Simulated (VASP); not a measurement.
# ZrInF3 (P6/mmm) in VASP: single point with PBE

Aim: the single point of ZrInF3 with PBE.

Everything below comes from runs of VASP 6.6.1. Logs are shortened: lines on timing, memory, paths and dates and some standing lists are left out, and cuts for length are marked.

### 1 The cell of the first run

It takes space group P6/mmm (No. 191, hexagonal). The conventional cell has a = 3.764 Å, b = 3.764 Å, c = 7.406 Å, α = 90.00°, β = 90.00°, γ = 120.00°. Within 2.5 Å of Zr (site symmetry 6/mmm) lie 6 F at 1.88 Å. In (site symmetry 6/mmm) has 2 Zr at 3.70 Å and 6 In at 3.76 Å and 12 F at 4.15 Å within 4.9 Å. F (site symmetry mmm) has 2 Zr at 1.88 Å and 4 F at 1.88 Å within 2.5 Å.

### 2 Single point, PBE

Input file INCAR:

```
SYSTEM = ZrInF3
PREC = Accurate ; ENCUT = 520
EDIFF = 1E-6 ; ISMEAR = 0
SIGMA = 0.1 ; LREAL = .FALSE.
LASPH = .TRUE. ; NELM = 80
ALGO = Normal ; ISIF = 2
LWAVE = .FALSE. ; LCHARG = .FALSE.
GGA = PE ; NBANDS = 31
```

Input file KPOINTS:

```
regular mesh
0
G
  6 6 4
  0 0 0
```

Input file POSCAR:

```
ZrInF3
1.0
    3.7635161200      0.0000000000      0.0000000000
   -1.8817580600      3.2593005700      0.0000000000
    0.0000000000      0.0000000000      7.4058896400
Zr In F
1 1 3
Direct
    0.0000000000      0.0000000000      0.0000000000
    0.0000000000      0.0000000000      0.5000000000
    0.5000000000      0.0000000000      0.0000000000
    0.0000000000      0.5000000000      0.0000000000
    0.5000000000      0.5000000000      0.0000000000
```

Potentials or basis: VASP PAW PBE potentials, release 64 (Zr_sv, In_d, F).

Command:

```
cat potpaw_PBE.64/Zr_sv/POTCAR potpaw_PBE.64/In_d/POTCAR potpaw_PBE.64/F/POTCAR > POTCAR
mpirun -np 1 vasp_std > vasp.out
```

OUTCAR:

```text
SYSTEM = ZrInF3
   PREC = Accurate
   ENCUT = 520
   EDIFF = 1E-6
   ISMEAR = 0
   LREAL = .FALSE.
   LASPH = .TRUE.
   NELM = 80
   ISIF = 2
   GGA = PE

 ion  position               nearest neighbor table
   1  0.000  0.000  0.000-   3 1.88   3 1.88   5 1.88   4 1.88   4 1.88   5 1.88   2 3.70   2 3.70

   2  0.000  0.000  0.500-   1 3.70   1 3.70
   3  0.500  0.000  0.000-   1 1.88   1 1.88   5 1.88   5 1.88   4 1.88   4 1.88
   4  0.000  0.500  0.000-   5 1.88   5 1.88   1 1.88   1 1.88   3 1.88   3 1.88
   5  0.500  0.500  0.000-   4 1.88   4 1.88   1 1.88   3 1.88   3 1.88   1 1.88

  LATTYP: Found a hexagonal cell.
 ALAT       =     3.7635161200
 C/A-ratio  =     1.9678113243

  Lattice vectors:

 A1 = (   3.7635161200,   0.0000000000,   0.0000000000)
 A2 = (  -1.8817580600,   3.2593005700,   0.0000000000)
 A3 = (   0.0000000000,   0.0000000000,   7.4058896400)

Analysis of symmetry for initial positions (statically):
=====================================================================
 Subroutine PRICEL returns:
 Original cell was already a primitive cell.

 Routine SETGRP: Setting up the symmetry group for a
 hexagonal supercell.

 Subroutine GETGRP returns: Found 24 space group operations
 (whereof 24 operations were pure point group operations)
 out of a pool of 24 trial point group operations.

The static configuration has the point symmetry D_6h.

Analysis of symmetry for dynamics (positions and initial velocities):
=====================================================================
 Subroutine PRICEL returns:
 Original cell was already a primitive cell.

 Routine SETGRP: Setting up the symmetry group for a
 hexagonal supercell.

 Subroutine GETGRP returns: Found 24 space group operations
 (whereof 24 operations were pure point group operations)
 out of a pool of 24 trial point group operations.

The dynamic configuration has the point symmetry D_6h.

 Subroutine INISYM returns: Found 24 space group operations
 (whereof 24 operations are pure point group operations),
 and found     1 'primitive' translations

----------------------------------------------------------------------------------------

                                     Primitive cell

  volume of cell :      90.8438

[... 89 lines left out ...]
   NELM   =     80;   NELMIN=  2; NELMDL= -5     # of ELM steps
   EDIFF  = 0.1E-05   stopping-criterion for ELM
   LREAL  =      F    real-space projection
   EDIFFG = 0.1E-04   stopping-criterion for IOM
   NSW    =      0    number of steps for IOM
   IBRION =     -1    ionic relax: 0-MD 1-quasi-New 2-CG
   NFREE  =      0    steps in history (QN), initial steepest desc. (CG)
   ISIF   =      2    stress and relaxation
   ISYM   =      2    0-nonsym 1-usesym 2-fastsym
   POTIM  = 0.5000    time-step for ionic-motion
   TEBEG  =    0.0;   TEEND  =   0.0 temperature during run
   PSTRESS=    0.0 pullay stress
   NELECT =      46.0000    total number of electrons
   NUPDOWN=      -1.0000    fix difference up-down
   EMIN   =  10.00;   EMAX   =-10.00  energy-range for DOS
   EFERMI =   0.00;   METHOD = LEGACY
   ISMEAR =     0;   SIGMA  =   0.10  broadening in eV -4-tet -1-fermi 0-gaus
   EFERMI_NEDOS =   21; number of points for ismear=-14 and -15
   IALGO  =     38    algorithm
   IMIX   =      4    mixing-type and parameters
     AMIX     =   0.40;   BMIX     =  1.00
     AMIX_MAG =   1.60;   BMIX_MAG =  1.00
  volume/ion in A,a.u.               =      18.17       122.61
  Fermi-wavevector in a.u.,A,eV,Ry     =   1.304855  2.465819 23.165918  1.702647
  Thomas-Fermi vector in A             =   2.435763
   LORBIT       =      0    0 simple, 1 ext, 2 COOP (PROOUT), +10 PAW based schemes
   GGA     = PE    functional components
   LHFCALC =     F    Hartree Fock is set to
   AEXX    =    0.0000 exact exchange contribution
   IVDW    =     0    specifies the selected vdW correction
   LEPSILON=     F    determine dielectric tensor
   LRPA    =     F    only Hartree local field effects (RPA)
 non-spin polarized calculation
 Gauss-broadening in eV      SIGMA  =   0.10
  energy-cutoff  :      520.00
  volume of cell :       90.84
 maximum number of plane-waves:      2472
 NGX is ok and might be reduce to    28
   NGX = 13   NGY = 13   NGZ = 27

 number of electron      46.0000027 magnetization

 Free energy of the ion-electron system (eV)
  ---------------------------------------------------
  ext. energy  EPLUGINS =         0.00000000
  ---------------------------------------------------
  free energy    TOTEN  =       -19.74265258 eV

  energy without entropy =      -19.73222238  energy(sigma->0) =      -19.73743748

 E-fermi :   4.8301     XC(G=0):  -9.2162

 val. band max:        4.7568749509   @ k =   0.3333   0.1667   0.5000
 cond. band min:       4.8747154386   @ k =   0.5000   0.0000   0.2500
 fundamental gap:      0.1178404877
 Fermi energy:         4.8301235775

 k-point     1 :       0.0000    0.0000    0.0000
  band No.  band energies     occupation
      1     -45.2904      2.00000
      2     -24.0908      2.00000
      3     -24.0908      2.00000
      4     -23.2469      2.00000
      5     -23.2313      2.00000
      6     -19.8859      2.00000
[... 703 lines left out ...]
     30      10.1903      0.00000
     31      11.9318      0.00000

------------------------ aborting loop because EDIFF is reached ----------------------------------------

  FORCE on cell =-STRESS in cart. coord.  units (eV):
  Direction    XX          YY          ZZ          XY          YZ          ZX
  --------------------------------------------------------------------------------------
  -------------------------------------------------------------------------------------
  Total       48.4542808     48.4542809     -3.2275614      0.0000000      0.0000000      0.0000000
  in kB      854.5693354    854.5693367    -56.9232477      0.0000000      0.0000000      0.0000000
  external PRESSURE =     550.7384748 kB  Pullay stress =       0.0000000 kB

 VOLUME and BASIS-vectors are now :
 -----------------------------------------------------------------------------
  energy-cutoff  :      520.00
  volume of cell :       90.84
      direct lattice vectors                 reciprocal lattice vectors
     3.763516120  0.000000000  0.000000000     0.265708972  0.153407146  0.000000000
    -1.881758060  3.259300570  0.000000000     0.000000000  0.306814293  0.000000000
     0.000000000  0.000000000  7.405889640     0.000000000  0.000000000  0.135027667

 POSITION                                       TOTAL-FORCE (eV/Angst)
 -----------------------------------------------------------------------------------
      0.00000      0.00000      0.00000         0.000000      0.000000      0.000000
      0.00000      0.00000      3.70294         0.000000      0.000000      0.000000
      1.88176      0.00000      0.00000        -0.000000      0.000000      0.000000
     -0.94088      1.62965      0.00000         0.000000      0.000000      0.000000
      0.94088      1.62965      0.00000         0.000000      0.000000      0.000000
 -----------------------------------------------------------------------------------
    total drift:                                0.000000      0.000000     -0.000000

  FREE ENERGIE OF THE ION-ELECTRON SYSTEM (eV)
  ---------------------------------------------------
  free  energy   TOTEN  =       -19.7426525774 eV

  energy  without entropy=      -19.7322223796  energy(sigma->0) =      -19.73743748
```

stdout:

```text
POSCAR found type information on POSCAR ZrInF
 POSCAR found :  3 types and       5 ions
 scaLAPACK will be used
 LDA part: xc-table for (Slater+PW92), standard interpolation
 POSCAR, INCAR and KPOINTS ok, starting setup
 FFT: planning ... GRIDC
 FFT: planning ... GRID_SOFT
 FFT: planning ... GRID
 WAVECAR not read
 entering main loop
```

Wall time 33 s (1 thread of AMD EPYC 9R45 (Zen 5), shared host); peak memory 0.19 GiB.

Results:

* Free energy: -19.7427 eV
* Pressure: 55.1 GPa
* Band gap on the k mesh: zero (band 23 reaches 5.42 eV, above the bottom of band 24 at 4.31 eV)

Stress tensor (GPa, compression positive):
```
85.46  0.00  0.00
 0.00 85.46  0.00
 0.00  0.00 -5.69
```

Caveat: spin-orbit coupling is left out, which moves the levels of the heavy elements.
